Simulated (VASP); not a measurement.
# Hg in VASP: further runs, part 2 of 2

VASP 6.6.1. Earlier steps stand in the parts before.

**3. Single point, PBE (strained)**

Contents of INCAR:

```
ALGO     = Normal         # electronic algorithm
EDIFF    = 1E-6           # SCF threshold, eV
ENCUT    = 550            # plane-wave cutoff, eV
GGA      = PE             # functional
GGA_COMPAT= False        
ISIF     = 2              # what is computed and relaxed
ISMEAR   = 0              # smearing method
LASPH    = True           # aspherical terms in the spheres
LCHARG   = True           # write CHGCAR
LELF     = True           # ELF
LREAL    = False          # projectors in reciprocal space
LVHAR    = True         
LWAVE    = False          # write WAVECAR
NBANDS   = 16             # bands
NELM     = 120            # most SCF steps
PREC     = Accurate       # precision mode
SIGMA    = 0.1            # smearing width, eV
```

Contents of KPOINTS:

```
k-points
0
Gamma
  15 15 15
```

Contents of POSCAR:

```
Hg
1.0
    1.6592953367      0.9579946093      2.1762064200
   -1.6592953367      0.9579946093      2.1762064200
    0.0000000000     -1.9159892186      2.1762064200
Hg
1
Direct
    0.0000000000      0.0000000000      0.0000000000
```

Potentials or basis: VASP PAW PBE potentials, release 64 (Hg_sv_GW).

On the command line:

```console
cat potpaw_PBE.64/Hg_sv_GW/POTCAR > POTCAR
mpirun -np 1 vasp_std > vasp.out
```

OUTCAR:

```text
EDIFF = 1E-6
   ENCUT = 550
   GGA = PE
   ISIF = 2
   ISMEAR = 0
   LASPH = True
   LREAL = False
   NELM = 120
   PREC = Accurate

 ion  position               nearest neighbor table
   1  0.000  0.000  0.000-

  LATTYP: Found a trigonal (rhomboedric) cell.
 ALAT       =     2.8994635829
 COS(alpha) =     0.3449988475

  Lattice vectors:

 A1 = (   1.6592953367,   0.9579946093,   2.1762064200)
 A2 = (  -1.6592953367,   0.9579946093,   2.1762064200)
 A3 = (   0.0000000000,  -1.9159892186,   2.1762064200)

Analysis of symmetry for initial positions (statically):
[... 184 lines left out ...]
      5      -2.6753      2.00000
      6      -0.6430      2.00000
[... 433 lines left out ...]
      3     -56.0602      2.00000
      4     -56.0521      2.00000
      5      -1.6452      2.00000
      6      -0.5580      2.00000
[... 8 lines left out ...]
     15      26.6632      0.00000
     16      27.5057      0.00000

 [... further k-points ...]
[... 5 lines left out ...]
  --------------------------------------------------------------------------------------
  -------------------------------------------------------------------------------------
  Total        1.7692716      1.7692716      2.1788486      0.0000000      0.0000000      0.0000000
  in kB      136.5736743    136.5736743    168.1897598      0.0000000      0.0000000      0.0000000
  external PRESSURE =     147.1123695 kB  Pullay stress =       0.0000000 kB

 VOLUME and BASIS-vectors are now :
 -----------------------------------------------------------------------------
  energy-cutoff  :      550.00
  volume of cell :       20.76
      direct lattice vectors                 reciprocal lattice vectors
     1.659295337  0.957994609  2.176206420     0.301332734  0.173974535  0.153171744
    -1.659295337  0.957994609  2.176206420    -0.301332734  0.173974535  0.153171744
     0.000000000 -1.915989219  2.176206420     0.000000000 -0.347949070  0.153171744

 POSITION                                       TOTAL-FORCE (eV/Angst)
 -----------------------------------------------------------------------------------
      0.00000      0.00000      0.00000         0.000000      0.000000      0.000000
 -----------------------------------------------------------------------------------
    total drift:                                0.000000     -0.000000      0.000000

  FREE ENERGIE OF THE ION-ELECTRON SYSTEM (eV)
  ---------------------------------------------------
  free  energy   TOTEN  =         0.0539947357 eV

  energy  without entropy=        0.0556971537  energy(sigma->0) =        0.05484594
```

OSZICAR:

```text
N       E                     dE             d eps       ncg     rms          rms(c)
DAV:   1     0.326496253709E+03    0.32650E+03   -0.12692E+04 11368   0.187E+03
DAV:   2     0.230640641754E+02   -0.30343E+03   -0.28100E+03 11056   0.622E+02
DAV:   3     0.859898738546E+00   -0.22204E+02   -0.22112E+02 17624   0.165E+02
DAV:   4     0.261220397815E-01   -0.83378E+00   -0.83373E+00 12632   0.323E+01
DAV:   5     0.731332629130E-02   -0.18809E-01   -0.18809E-01 17864   0.495E+00    0.300E+01
DAV:   6     0.525496637829E-01    0.45236E-01   -0.98298E-02 17136   0.628E+00    0.177E+01
DAV:   7     0.532938846691E-01    0.74422E-03   -0.21035E-02 18432   0.200E+00    0.115E+00
DAV:   8     0.540149749049E-01    0.72109E-03   -0.33984E-03 15784   0.139E+00    0.102E-01
DAV:   9     0.539948600317E-01   -0.20115E-04   -0.92173E-05 12952   0.120E-01    0.225E-02
DAV:  10     0.539947356965E-01   -0.12434E-06   -0.62282E-06 15128   0.549E-02
   1 F= 0.53994736E-01 E0= 0.54845945E-01  d E =-.170242E-02
```

stdout:

```text
POSCAR found type information on POSCAR Hg
 POSCAR found :  1 types and       1 ions
 scaLAPACK will be used
 LDA part: xc-table for (Slater+PW92), standard interpolation
 POSCAR, INCAR and KPOINTS ok, starting setup
 FFT: planning ... GRIDC
 FFT: planning ... GRID_SOFT
 FFT: planning ... GRID
 WAVECAR not read
 entering main loop
```

Run time: 89 s. Hardware: 1 thread of Intel Xeon Platinum 8375C at 2.90GHz (Ice Lake), shared host; peak memory 0.26 GiB.

What came out:

```yaml
Free_energy: 0.0540 eV
Pressure: 14.7 GPa
Band_gap_on_the_k_mesh: zero (bands 10 and 11 overlap by 3.27 eV)
```

Stress tensor (GPa, compression positive):
```
13.66  0.00  0.00
 0.00 13.66  0.00
 0.00  0.00 16.82
```

Caveat: the cell differs from its parent crystal (strained); the cell stands under pressure; spin-orbit coupling is left out, which moves the levels of the heavy elements.
